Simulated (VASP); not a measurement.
Sn, 2 atoms in the cell. Symmetry: Fd-3m, No. 227, cubic system. Conventional cell: a = 6.467 Å, b = 6.467 Å, c = 6.467 Å, α = 90.00°, β = 90.00°, γ = 90.00°. Sn (site symmetry -43m) has 4 Sn at 2.80 Å within 3.7 Å. 

| Item | Value |
| --- | --- |
| Program | VASP 6.6.1 |
| Task | single point |
| Functional | PBE |
| Potentials or basis | VASP PAW PBE potentials, release 64 (Sn_d) |
| Cutoff | 520 eV |
| k mesh | 9 × 9 × 9 |
| Occupations | fermi-dirac, width 0.1 eV |
| Spin | no spin polarisation |
| Dipole correction | no |
| Further INCAR settings | ALGO = Normal; EDIFF = 1e-07; NBANDS = 21 |

Potentials or basis: VASP PAW PBE potentials, release 64 (Sn_d).

The run is started by

```bash
$ cat potpaw_PBE.64/Sn_d/POTCAR > POTCAR
$ mpirun -np 1 vasp_std > vasp.out
```

Hardware: 1 thread of Intel Xeon 6975P-C, on a shared host.

Estimate the wall time of this run.

It took 81 s on 1 thread of Intel Xeon 6975P-C (shared host), peak memory 0.21 GiB. Counts: scf iterations 12, k points 35.
